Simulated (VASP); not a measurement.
## Ag: single point with PBE

The system is Ag.

```xyz
1
Lattice="0.0000 2.0734 2.0734 2.0734 0.0000 2.0734 2.0734 2.0734 0.0000" Properties=species:S:1:pos:R:3 pbc="T T T"
Ag    0.0000    0.0000    0.0000
```

```
Program             : VASP 6.6.1
Task                : single point
Functional          : PBE
Potentials or basis : VASP PAW PBE potentials, release 64 (Ag)
Cutoff              : 520 eV
k mesh              : 18 × 18 × 18
Occupations         : fermi-dirac, width 0.05 eV
Spin                : no spin polarisation
```

The pressure is -0.1 GPa.

Levels at points of the mesh, in eV from the Fermi level:
```csv
k point,band 2,band 3,band 4,band 5,band 6,band 7,band 8,band 9,band 10,band 11
"(0.00, 0.00, 0.00)",-4.62,-4.62,-4.62,-3.67,-3.67,15.95,19.26,19.26,19.26,23.96
"(0.50, 0.00, 0.00)",-4.64,-4.64,-2.93,-2.93,-0.25,3.39,15.18,17.44,17.44,22.25
"(0.50, 0.50, 0.00)",-6.01,-2.96,-2.74,-2.74,1.67,6.43,10.47,10.47,16.69,16.71
```

It took 15 s on 1 thread of Intel(R) Xeon(R) Platinum 8559C (Emerald Rapids) (shared host), peak memory 0.16 GiB.
